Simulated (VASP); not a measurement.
# WC (P-6m2) in VASP: notebook

Runs on WC. Level: r2SCAN. Tasks: single point.

All numbers are computed with VASP 6.6.1; they aren't measurements. Logs are shortened: lines on timing, memory, paths and dates and some standing lists are left out, and cuts for length are marked.

**1. The cell of the first run**

The structure is hexagonal, space group P-6m2 (No. 187). Conventional cell: a = 2.894 Å, b = 2.894 Å, c = 2.824 Å, α = 90.00°, β = 90.00°, γ = 120.00°. W (site symmetry -6m2) has 6 C at 2.19 Å and 8 W at 2.82 to 2.89 Å within 2.9 Å. C (site symmetry -6m2) has 6 W at 2.19 Å and 8 C at 2.82 to 2.89 Å within 2.9 Å.

**2. Single point, r2SCAN**

Contents of POSCAR:

```
WC
1.0
    2.8939990067      0.0000000000      0.0000000000
   -1.4469995034      2.5062766584      0.0000000000
    0.0000000000      0.0000000000      2.8235786933
W C
1 1
Direct
    0.0000000000      0.0000000000      0.0000000000
    0.6666666667      0.3333333333      0.5000000000
```

Contents of INCAR.step1:

```
ALGO = Normal
EDIFF = 1E-4
ENCUT = 520
GGA = PE
ISMEAR = 0
LASPH = True
LCHARG = False
LREAL = False
LWAVE = True
NBANDS = 16
NELM = 60
PREC = Accurate
SIGMA = 0.05
```

Contents of INCAR.step2:

```
ALGO = Normal
EDIFF = 1E-6
ENCUT = 520
ISIF = 2
ISMEAR = 0
ISTART = 1
LASPH = True
LCHARG = False
LMIXTAU = True
LREAL = False
LWAVE = False
METAGGA = R2SCAN
NBANDS = 16
NELM = 60
PREC = Accurate
SIGMA = 0.05
```

Contents of KPOINTS:

```
k-points
0
Gamma
  14 14 12
```

Potentials or basis: VASP PAW PBE potentials, release 64 (W_sv, C).

On the command line:

```sh
$ cat potpaw_PBE.64/W_sv/POTCAR potpaw_PBE.64/C/POTCAR > POTCAR
$ cp INCAR.step1 INCAR
$ mpirun -np 1 vasp_std > vasp.out
$ cp INCAR.step2 INCAR
$ mpirun -np 1 vasp_std > vasp.out
```

OUTCAR:

```text
EDIFF = 1E-6
   ENCUT = 520
   ISIF = 2
   ISMEAR = 0
   ISTART = 1
   LASPH = True
   LREAL = False
   METAGGA = R2SCAN
   NELM = 60
   PREC = Accurate

 ion  position               nearest neighbor table
   1  0.000  0.000  0.000-   2 2.19   2 2.19   2 2.19   2 2.19   2 2.19   2 2.19
   2  0.667  0.333  0.500-   1 2.19   1 2.19   1 2.19   1 2.19   1 2.19   1 2.19

  LATTYP: Found a hexagonal cell.
 ALAT       =     2.8939990067
 C/A-ratio  =     0.9756667804

  Lattice vectors:

 A1 = (   2.8939990067,   0.0000000000,   0.0000000000)
 A2 = (  -1.4469995034,   2.5062766584,   0.0000000000)
 A3 = (   0.0000000000,   0.0000000000,   2.8235786933)

Analysis of symmetry for initial positions (statically):
=====================================================================
 Subroutine PRICEL returns:
 Original cell was already a primitive cell.

 Routine SETGRP: Setting up the symmetry group for a
 hexagonal supercell.

 Subroutine GETGRP returns: Found 12 space group operations
 (whereof 12 operations were pure point group operations)
 out of a pool of 24 trial point group operations.

The static configuration has the point symmetry D_3h.

Analysis of symmetry for dynamics (positions and initial velocities):
=====================================================================
 Subroutine PRICEL returns:
 Original cell was already a primitive cell.

 Routine SETGRP: Setting up the symmetry group for a
 hexagonal supercell.

 Subroutine GETGRP returns: Found 12 space group operations
 (whereof 12 operations were pure point group operations)
 out of a pool of 24 trial point group operations.

The dynamic configuration has the point symmetry D_3h.

 Subroutine INISYM returns: Found 12 space group operations
 (whereof 12 operations are pure point group operations),
 and found     1 'primitive' translations

----------------------------------------------------------------------------------------

                                     Primitive cell

  volume of cell :      20.4799

  direct lattice vectors                    reciprocal lattice vectors
     2.893999007  0.000000000  0.000000000     0.345542620  0.199499125  0.000000000
    -1.446999503  2.506276658  0.000000000     0.000000000  0.398998250  0.000000000
     0.000000000  0.000000000  2.823578693     0.000000000  0.000000000  0.354160485

  length of vectors
     2.893999007  2.893999007  2.823578693     0.398998250  0.398998250  0.354160485

  position of ions in fractional coordinates (direct lattice)
     0.000000000  0.000000000  0.000000000
     0.666666667  0.333333333  0.500000000

  ion indices of the primitive-cell ions
   primitive index   ion index
                 1           1
                 2           2

----------------------------------------------------------------------------------------

 KPOINTS: k-points

Automatic generation of k-mesh.
 Grid dimensions read from file:
 generate k-points for:   14   14   12

 Generating k-lattice:

  Cartesian coordinates                     Fractional coordinates (reciprocal lattice)
     0.024681616  0.014249937  0.000000000     0.071428571  0.000000000  0.000000000
     0.000000000  0.028499875  0.000000000     0.000000000  0.071428571  0.000000000
     0.000000000  0.000000000  0.029513374     0.000000000  0.000000000  0.083333333

  Length of vectors
     0.028499875  0.028499875  0.029513374

  Shift w.r.t. Gamma in fractional coordinates (k-lattice)
     0.000000000  0.000000000  0.000000000

 Subroutine IBZKPT returns following result:
 ===========================================

 Found    168 irreducible k-points:

 Following reciprocal coordinates:
            Coordinates               Weight
  0.000000  0.000000  0.000000      1.000000
  0.071429 -0.000000  0.000000      6.000000
  0.142857 -0.000000  0.000000      6.000000
  0.214286 -0.000000  0.000000      6.000000
  0.285714 -0.000000  0.000000      6.000000
  0.357143 -0.000000  0.000000      6.000000
[... 16 lines left out ...]
  0.285714  0.285714  0.000000      6.000000
  0.357143  0.285714  0.000000      6.000000
 [... further k-points ...]
   k-points           NKPTS =    168   k-points in BZ     NKDIM =    168   number of bands    NBANDS=     16
   number of dos      NEDOS =    301   number of ions     NIONS =      2
   total plane-waves  NPLWV =  13824
   dimension x,y,z NGX =    24 NGY =   24 NGZ =   24
   dimension x,y,z NGXF=    48 NGYF=   48 NGZF=   48
   ions per type =               1   1
   NGX,Y,Z   is equivalent  to a cutoff of  13.79, 13.79, 14.13 a.u.
   NGXF,Y,Z  is equivalent  to a cutoff of  27.57, 27.57, 28.26 a.u.
 SYSTEM =  unknown system
   PREC   = accura    normal or accurate (medium, high low for compatibility)
   ISTART =      1    job   : 0-new  1-cont  2-samecut
   ICHARG =      0    charge: 1-file 2-atom 10-const
   ISPIN  =      1    spin polarized calculation?
   LNONCOLLINEAR =      F non collinear calculations
   LSORBIT =      F    spin-orbit coupling
   LASPH  =      T    aspherical Exc in radial PAW
   ENCUT  =  520.0 eV  38.22 Ry    6.18 a.u.   5.38  5.38  5.25*2*pi/ulx,y,z
   NELM   =     60;   NELMIN=  2; NELMDL=  0     # of ELM steps
   EDIFF  = 0.1E-05   stopping-criterion for ELM
   LREAL  =      F    real-space projection
   EDIFFG = 0.1E-04   stopping-criterion for IOM
   NSW    =      0    number of steps for IOM
   IBRION =     -1    ionic relax: 0-MD 1-quasi-New 2-CG
   NFREE  =      0    steps in history (QN), initial steepest desc. (CG)
   ISIF   =      2    stress and relaxation
   ISYM   =      2    0-nonsym 1-usesym 2-fastsym
   POTIM  = 0.5000    time-step for ionic-motion
   TEBEG  =    0.0;   TEEND  =   0.0 temperature during run
   PSTRESS=    0.0 pullay stress
   NELECT =      18.0000    total number of electrons
   NUPDOWN=      -1.0000    fix difference up-down
   EMIN   =  10.00;   EMAX   =-10.00  energy-range for DOS
   EFERMI =   0.00;   METHOD = LEGACY
   ISMEAR =     0;   SIGMA  =   0.05  broadening in eV -4-tet -1-fermi 0-gaus
   EFERMI_NEDOS =   21; number of points for ismear=-14 and -15
   IALGO  =     38    algorithm
   IMIX   =      4    mixing-type and parameters
     AMIX     =   0.40;   BMIX     =  1.00
     AMIX_MAG =   1.60;   BMIX_MAG =  1.00
  volume/ion in A,a.u.               =      10.24        69.10
  Fermi-wavevector in a.u.,A,eV,Ry     =   1.568158  2.963390 33.458366  2.459120
  Thomas-Fermi vector in A             =   2.670231
   LORBIT       =      0    0 simple, 1 ext, 2 COOP (PROOUT), +10 PAW based schemes
   METAGGA = R2SCAN    functional components
   LHFCALC =     F    Hartree Fock is set to
   AEXX    =    0.0000 exact exchange contribution
   IVDW    =     0    specifies the selected vdW correction
   LEPSILON=     F    determine dielectric tensor
   LRPA    =     F    only Hartree local field effects (RPA)
 non-spin polarized calculation
 Gauss-broadening in eV      SIGMA  =   0.05
  energy-cutoff  :      520.00
  volume of cell :       20.48
 maximum number of plane-waves:       569
 NGX is ok and might be reduce to    24
   NGX = 11   NGY = 11   NGZ = 11

 number of electron      18.0000001 magnetization

 Free energy of the ion-electron system (eV)
  ---------------------------------------------------
  ext. energy  EPLUGINS =         0.00000000
  ---------------------------------------------------
  free energy    TOTEN  =       -61.60066866 eV

  energy without entropy =      -61.60026867  energy(sigma->0) =      -61.60046866

 E-fermi :  11.1398     XC(G=0): -15.0557

 val. band max:       11.1226977962   @ k =   0.0714   0.0714   0.4167
 cond. band min:      11.1489311938   @ k =   0.0714  -0.0000   0.3333
 fundamental gap:      0.0262333976
 Fermi energy:        11.1398180192

 k-point     1 :       0.0000    0.0000    0.0000
  band No.  band energies     occupation
      1     -64.7645      2.00000
      2     -28.0700      2.00000
      3     -27.9585      2.00000
      4     -27.9585      2.00000
      5      -4.1945      2.00000
      6       6.5822      2.00000
[... 8 lines left out ...]
     15      26.5508      0.00000
     16      28.8678      0.00000

 k-point     2 :       0.0714   -0.0000    0.0000
  band No.  band energies     occupation
      1     -64.7611      2.00000
      2     -28.0639      2.00000
      3     -28.0060      2.00000
      4     -27.9691      2.00000
      5      -4.0538      2.00000
      6       6.6330      2.00000
[... 8 lines left out ...]
     15      26.2321      0.00000
     16      29.1718      0.00000

 k-point     3 :       0.1429   -0.0000    0.0000
  band No.  band energies     occupation
      1     -64.7515      2.00000
      2     -28.1375      2.00000
      3     -28.0468      2.00000
      4     -27.9988      2.00000
      5      -3.6502      2.00000
      6       6.4183      2.00000
[... 8 lines left out ...]
     15      25.8552      0.00000
     16      30.0258      0.00000

 k-point     4 :       0.2143   -0.0000    0.0000
  band No.  band energies     occupation
      1     -64.7375      2.00000
      2     -28.3233      2.00000
      3     -28.0414      2.00000
      4     -28.0218      2.00000
      5      -3.0377      2.00000
      6       5.7074      2.00000
[... 8 lines left out ...]
     15      25.9172      0.00000
     16      30.6644      0.00000
[... 324 lines left out ...]
 k-point    22 :       0.3571    0.2143    0.0000
  band No.  band energies     occupation
      1     -64.6896      2.00000
      2     -28.7400      2.00000
      3     -28.3876      2.00000
      4     -27.9357      2.00000
      5      -0.2689      2.00000
      6       4.0653      2.00000
[... 8 lines left out ...]
     15      27.1181      0.00000
     16      29.3453      0.00000

 k-point    23 :       0.2857    0.2857    0.0000
  band No.  band energies     occupation
      1     -64.6888      2.00000
      2     -28.6907      2.00000
      3     -28.4514      2.00000
      4     -27.9344      2.00000
      5      -0.1964      2.00000
      6       4.1682      2.00000
[... 8 lines left out ...]
     15      27.8610      0.00000
     16      28.9156      0.00000

 k-point    24 :       0.3571    0.2857    0.0000
  band No.  band energies     occupation
      1     -64.6866      2.00000
      2     -28.6630      2.00000
      3     -28.5139      2.00000
      4     -27.9305      2.00000
      5      -0.0169      2.00000
      6       4.2000      2.00000
[... 8 lines left out ...]
     15      27.6185      0.00000
     16      28.3675      0.00000

 [... further k-points ...]
[... 5 lines left out ...]
  --------------------------------------------------------------------------------------
  -------------------------------------------------------------------------------------
  Total        1.1544528      1.1544528      1.1965350     -0.0000000      0.0000000      0.0000000
  in kB       90.3149153     90.3149153     93.6070836     -0.0000000      0.0000000      0.0000000
  external PRESSURE =      91.4123048 kB  Pullay stress =       0.0000000 kB

 VOLUME and BASIS-vectors are now :
 -----------------------------------------------------------------------------
  energy-cutoff  :      520.00
  volume of cell :       20.48
      direct lattice vectors                 reciprocal lattice vectors
     2.893999007  0.000000000  0.000000000     0.345542620  0.199499125  0.000000000
    -1.446999503  2.506276658  0.000000000     0.000000000  0.398998250  0.000000000
     0.000000000  0.000000000  2.823578693     0.000000000  0.000000000  0.354160485

 POSITION                                       TOTAL-FORCE (eV/Angst)
 -----------------------------------------------------------------------------------
      0.00000      0.00000      0.00000         0.000000      0.000000      0.000000
      1.44700      0.83543      1.41179        -0.000000      0.000000      0.000000
 -----------------------------------------------------------------------------------
    total drift:                               -0.000000      0.000000      0.000000

  FREE ENERGIE OF THE ION-ELECTRON SYSTEM (eV)
  ---------------------------------------------------
  free  energy   TOTEN  =       -61.6006686575 eV

  energy  without entropy=      -61.6002686699  energy(sigma->0) =      -61.60046866
```

It used 250 s of CPU time on 1 thread of AMD EPYC 7R13 Processor (Zen 3) (shared host).

What came out:

- Free energy: -61.6007 eV
- Pressure: 9.1 GPa
- Band gap on the k mesh: zero (band 9 reaches 11.93 eV, above the bottom of band 10 at 10.56 eV)

Levels at points of the mesh, in eV from the Fermi level:
| k point | band 6 | band 7 | band 8 | band 9 | band 10 | band 11 | band 12 | band 13 |
| --- | --- | --- | --- | --- | --- | --- | --- | --- |
| (0.00, 0.00, 0.00) | -4.56 | -3.53 | -3.53 | 0.12 | 3.49 | 3.49 | 6.05 | 6.05 |
| (0.50, 0.00, 0.00) | -7.39 | -3.81 | -3.75 | -0.50 | 2.55 | 4.84 | 5.22 | 7.38 |
| (0.00, 0.00, 0.50) | -9.09 | -2.12 | -2.12 | -0.58 | -0.58 | 3.89 | 4.89 | 4.89 |
| (0.50, 0.00, 0.50) | -6.80 | -4.55 | -4.39 | 0.26 | 4.72 | 5.61 | 7.12 | 9.83 |

Caveat: the PAW data sets were made with another functional, which shifts forces and pressure a little; spin-orbit coupling is left out, which moves the levels of the heavy elements.

**3. Single point, r2SCAN**

This run uses another cell than the first one, of 10.42 Å³/atom, 1.017 times its volume.

Contents of POSCAR:

```
WC
1.0
    2.9118677777      0.0000000000      0.0000000000
   -1.4559338889      2.5217514680      0.0000000000
    0.0000000000      0.0000000000      2.8369414953
W C
1 1
Direct
    0.0000000000      0.0000000000      0.0000000000
    0.6666666667      0.3333333333      0.5000000000
```

Contents of INCAR.step1:

```
SYSTEM = WC
  PREC = Accurate
  ENCUT = 520
  ISMEAR = 0
  SIGMA = 0.05
  LREAL = .FALSE.
  LASPH = .TRUE.
  NELM = 80
  NBANDS = 16
  GGA = PE
  ALGO = Normal
  EDIFF = 1E-4
  LWAVE = .TRUE.
  LCHARG = .FALSE.
```

Contents of INCAR.step2:

```
SYSTEM = WC
  PREC = Accurate
  ENCUT = 520
  EDIFF = 1E-6
  ISMEAR = 0
  SIGMA = 0.05
  LREAL = .FALSE.
  LASPH = .TRUE.
  NELM = 80
  ALGO = Normal
  ISIF = 2
  LWAVE = .FALSE.
  LCHARG = .FALSE.
  METAGGA = R2SCAN
  LMIXTAU = .TRUE.
  NBANDS = 16
  ISTART = 1
```

Contents of KPOINTS:

```
regular mesh
0
G
  14 14 12
  0 0 0
```

Potentials or basis: VASP PAW PBE potentials, release 64 (W_sv, C).

On the command line:

```sh
$ cat potpaw_PBE.64/W_sv/POTCAR potpaw_PBE.64/C/POTCAR > POTCAR
$ cp INCAR.step1 INCAR
$ mpirun -np 1 vasp_std > vasp.out
$ cp INCAR.step2 INCAR
$ mpirun -np 1 vasp_std > vasp.out
```

OUTCAR:

```text
SYSTEM = WC
   PREC = Accurate
   ENCUT = 520
   EDIFF = 1E-6
   ISMEAR = 0
   LREAL = .FALSE.
   LASPH = .TRUE.
   NELM = 80
   ISIF = 2
   METAGGA = R2SCAN
   ISTART = 1

 ion  position               nearest neighbor table
   1  0.000  0.000  0.000-   2 2.20   2 2.20   2 2.20   2 2.20   2 2.20   2 2.20
   2  0.667  0.333  0.500-   1 2.20   1 2.20   1 2.20   1 2.20   1 2.20   1 2.20

  LATTYP: Found a hexagonal cell.
 ALAT       =     2.9118677777
 C/A-ratio  =     0.9742686522

  Lattice vectors:

 A1 = (   2.9118677777,   0.0000000000,   0.0000000000)
 A2 = (  -1.4559338889,   2.5217514680,   0.0000000000)
 A3 = (   0.0000000000,   0.0000000000,   2.8369414953)

Analysis of symmetry for initial positions (statically):
=====================================================================
 Subroutine PRICEL returns:
 Original cell was already a primitive cell.

 Routine SETGRP: Setting up the symmetry group for a
 hexagonal supercell.

 Subroutine GETGRP returns: Found 12 space group operations
 (whereof 12 operations were pure point group operations)
 out of a pool of 24 trial point group operations.

[... 157 lines left out ...]
  ext. energy  EPLUGINS =         0.00000000
  ---------------------------------------------------
  free energy    TOTEN  =       -61.61290717 eV

  energy without entropy =      -61.61252198  energy(sigma->0) =      -61.61271458

 E-fermi :  10.9008     XC(G=0): -14.9459

 val. band max:       10.8862907349   @ k =   0.0714   0.0714   0.4167
 cond. band min:      10.9099296596   @ k =   0.0714   0.0000   0.3333
 fundamental gap:      0.0236389247
 Fermi energy:        10.9007957397

 k-point     1 :       0.0000    0.0000    0.0000
  band No.  band energies     occupation
      1     -65.0454      2.00000
      2     -28.3484      2.00000
      3     -28.2486      2.00000
      4     -28.2486      2.00000
      5      -4.3044      2.00000
      6       6.4419      2.00000
[... 433 lines left out ...]
      3     -28.7692      2.00000
      4     -28.2186      2.00000
      5      -0.2206      2.00000
      6       4.0474      2.00000
[... 8 lines left out ...]
     15      27.0678      0.00000
     16      27.8588      0.00000

 [... further k-points ...]
[... 5 lines left out ...]
  --------------------------------------------------------------------------------------
  -------------------------------------------------------------------------------------
  Total        0.2328809      0.2328809      0.2713055     -0.0000000     -0.0000000     -0.0000000
  in kB       17.9110116     17.9110116     20.8662712     -0.0000000     -0.0000000     -0.0000000
  external PRESSURE =      18.8960981 kB  Pullay stress =       0.0000000 kB

 VOLUME and BASIS-vectors are now :
 -----------------------------------------------------------------------------
  energy-cutoff  :      520.00
  volume of cell :       20.83
      direct lattice vectors                 reciprocal lattice vectors
     2.911867778  0.000000000  0.000000000     0.343422187  0.198274892  0.000000000
    -1.455933889  2.521751468  0.000000000     0.000000000  0.396549784  0.000000000
     0.000000000  0.000000000  2.836941495     0.000000000  0.000000000  0.352492288

 POSITION                                       TOTAL-FORCE (eV/Angst)
 -----------------------------------------------------------------------------------
      0.00000      0.00000      0.00000        -0.000000      0.000000      0.000000
      1.45593      0.84058      1.41847         0.000000      0.000000      0.000000
 -----------------------------------------------------------------------------------
    total drift:                               -0.000000      0.000000      0.000000

  FREE ENERGIE OF THE ION-ELECTRON SYSTEM (eV)
  ---------------------------------------------------
  free  energy   TOTEN  =       -61.6129071746 eV

  energy  without entropy=      -61.6125219773  energy(sigma->0) =      -61.61271458
```

It used 240 s of CPU time on 1 thread of AMD EPYC 7R13 Processor (Zen 3), with other jobs on the host.

Results:

```
Free energy            : -61.6129 eV
Pressure               : 1.9 GPa
Band gap on the k mesh : zero (band 9 reaches 11.68 eV, above the bottom of band 10 at 10.34 eV)
```

Levels at points of the mesh, in eV from the Fermi level:
| k point | band 5 | band 6 | band 7 | band 8 | band 9 | band 10 | band 11 | band 12 | band 13 | band 14 |
| --- | --- | --- | --- | --- | --- | --- | --- | --- | --- | --- |
| (0.00, 0.00, 0.00) | -15.21 | -4.46 | -3.47 | -3.47 | 0.12 | 3.41 | 3.41 | 5.96 | 5.96 | 6.77 |
| (0.50, 0.00, 0.00) | -11.81 | -7.31 | -3.72 | -3.67 | -0.51 | 2.50 | 4.72 | 5.08 | 7.28 | 10.15 |
| (0.00, 0.00, 0.50) | -11.11 | -8.98 | -2.09 | -2.09 | -0.56 | -0.56 | 3.84 | 4.83 | 4.83 | 10.56 |
| (0.50, 0.00, 0.50) | -11.98 | -6.69 | -4.47 | -4.35 | 0.23 | 4.59 | 5.48 | 6.95 | 9.64 | 10.71 |

Caveat: the PAW data sets were made with another functional, which shifts forces and pressure a little; spin-orbit coupling is left out, which moves the levels of the heavy elements.

(Part 1 of 2 ends here.)
